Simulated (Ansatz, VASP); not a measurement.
**In in VASP and in Ansatz**

The input INCAR:

```
SYSTEM = In
PREC = Accurate
ENCUT = 520
EDIFF = 1E-6
ISMEAR = -1
SIGMA = 0.1
LREAL = .False.
LASPH = .True.
NELM = 80
ALGO = Normal
ISIF = 2
LWAVE = .False.
LCHARG = .False.
GGA = PE
NBANDS = 12
```

KPOINTS

```
regular mesh
0
Gamma
  7 7 8
  0 0 0
```

File POSCAR:

```
In
1.0
   -1.6482197047      1.6973406184      2.5249789927
    1.6973406184     -1.6482197047      2.5249789927
    1.6043570008      1.6043570008     -2.4927016059
In
1
Direct
    0.0000000000      0.0000000000      0.0000000000
```

Input for Ansatz:

```yaml
crystal:
  lattice:
    - [-1.6482197047, 1.6973406184, 2.5249789927]
    - [1.6973406184, -1.6482197047, 2.5249789927]
    - [1.6043570008, 1.6043570008, -2.4927016059]
  atoms:
    - { symbol: In, position: [0.0, 0.0, 0.0] }
hamiltonian:
  xc: pbe
  pseudopotentials:
    kind: paw
    azcp:
      In: "pseudopotentials/In.paw.azcp"
basis:
  ecutwfc: 420
  fft_grid_basis: typed
kpoints:
  mp_grid: { grid: [7, 7, 8], shift: [0, 0, 0] }
magnetization:
  spin_polarized: false
scf:
  occupations: { method: fermi_dirac, width: 0.1 }
  lower_state_search: "off"
output:
  stress: true
```

Alike in both runs: task single point; functional PBE; k mesh 7 × 7 × 8; occupations fermi-dirac, width 0.1 eV; no spin polarisation.

|  | VASP | Ansatz |
| --- | --- | --- |
| version | VASP 6.6.1 | Ansatz 0.2.0 |
| potentials or method | VASP PAW PBE potentials, release 64 (In_d), cutoff 520 eV | plane waves (420 eV) with PAW, scalar-relativistic |
| valence electrons in the cell | 13 | 13 |

VASP gave:

| Property | Result |
| --- | --- |
| pressure (GPa) | -0.5 |
| traceless stress, the component that is largest in VASP (GPa) | 1.58 |

Problem. Estimate Ansatz's values.

Solution. Pressure (GPa): -0.4; traceless stress, the component that is largest in VASP (GPa): 1.58.

With one functional, cell and mesh, what is left measures potentials, basis and numerics.
